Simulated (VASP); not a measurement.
Here is a VASP 6.6.1 calculation.

The input INCAR:

```
SYSTEM = TlRu3
PREC = Accurate
ENCUT = 520
EDIFF = 1E-6
ISMEAR = 0
SIGMA = 0.1
LREAL = .False.
LASPH = .True.
NELM = 80
ALGO = Normal
ISIF = 2
LWAVE = .False.
LCHARG = .True.
GGA = PE
LELF = .True.
LVHAR = .True.
NBANDS = 36
```

The input KPOINTS:

```
Automatic mesh
0
Gamma
  4 4 4
  0 0 0
```

Contents of POSCAR:

```
TlRu3
1.0
    4.0504357287      0.0000000000      0.0000000000
    0.0000000000      4.0504357287      0.0000000000
    0.0000000000      0.0000000000      4.0504357287
Tl Ru
1 3
Direct
    0.0000000000      0.0000000000      0.0000000000
    0.0000000000      0.5000000000      0.5000000000
    0.5000000000      0.0000000000      0.5000000000
    0.5000000000      0.5000000000      0.0000000000
```

Potentials or basis: VASP PAW PBE potentials, release 64 (Tl_d, Ru_pv).

Run with:

```bash
$ cat potpaw_PBE.64/Tl_d/POTCAR potpaw_PBE.64/Ru_pv/POTCAR > POTCAR
$ mpirun -np 1 vasp_std > vasp.out
```

Question: Predict the band gap on the k mesh.

Answer: Zero (an odd number of electrons rules out a gap without spin polarisation).

Question: What does it give for the pressure?

Answer: -8.9 GPa.

Caveat: the k points lie up to 0.39 Å⁻¹ apart, too coarse for converged energies and pressures of a metal; spin-orbit coupling is left out, which moves the levels of the heavy elements.
